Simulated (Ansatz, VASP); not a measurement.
Given: the input of a run of Ansatz 0.2.0 on Cu.

Contents of input.yaml:

```yaml
crystal:
  lattice:
    - [-1.44279332, 1.44279332, 1.37608145]
    - [1.44279332, -1.44279332, 1.37608145]
    - [1.44279332, 1.44279332, -1.37608145]
  atoms:
    - { symbol: Cu, position: [0.0, 0.0, 0.0] }
hamiltonian:
  xc: pbe
  pseudopotentials: { kind: paw }
  dispersion: d3bj
kpoints:
  mp_grid: { grid: [13, 13, 13] }
scf:
  occupations: { method: fermi_dirac, width: 0.05 }
output:
  forces: true
  stress: true
  eigenvalues: true
relax:
  f_tol: 0.01
  max_steps: 40
  cell: { stress_tol: 0.05 }
```

Potentials or basis: Ansatz PAW.

Command:

```console
$ ansatz run input.yaml --threads 2 --pin off --max-ram 5632MiB --backend cpu --events-out ev --progress --plain --runs-dir out
```

Task: Set up the same calculation for VASP 6.6.1. Potentials there: VASP PAW PBE potentials, release 64 (Cu).

Result: As run (the cutoff follows the program's own potentials):

INCAR

```
ALGO = Normal ; EDIFF = 1E-6
EDIFFG = -0.01 ; ENCUT = 600
GGA = PE ; IBRION = 2
ISIF = 3 ; ISMEAR = -1
IVDW = 12 ; LASPH = True
LCHARG = False ; LREAL = False
LWAVE = False ; NELM = 100
NSW = 60 ; PREC = Accurate
SIGMA = 0.05
```

File KPOINTS:

```
k-points
0
Gamma
  13 13 13
```

POSCAR

```
Cu
1.0
   -1.4427933200      1.4427933200      1.3760814500
    1.4427933200     -1.4427933200      1.3760814500
    1.4427933200      1.4427933200     -1.3760814500
Cu
1
Direct
    0.0000000000      0.0000000000      0.0000000000
```

Potentials or basis: VASP PAW PBE potentials, release 64 (Cu).

Launch:

```sh
$ cat potpaw_PBE.64/Cu/POTCAR > POTCAR
$ mpirun -np 1 vasp_std > vasp.out
```

Both were run:

|  | VASP | Ansatz | Ansatz less VASP |
| --- | --- | --- | --- |
| gap on the k mesh at the Fermi level, each at its own relaxed structure (eV) | none | none | - |
| relaxed volume (Å³/atom) | 11.40 | 11.35 | -0.044 |
| relaxed length of the cell vector where the two differ most in proportion (Å) | 2.457 | 2.453 | -0.0033 |

A gap of «none» marks a metal or a gap that the smearing closes. VASP's potentials hold 11 valence electrons a cell and Ansatz's 19, so a difference there can come from the potentials and not from the codes.

Noted on Ansatz's run: the plane-wave basis is chosen anew once the cell has moved, so the energies of steps on either side of that aren't comparable.
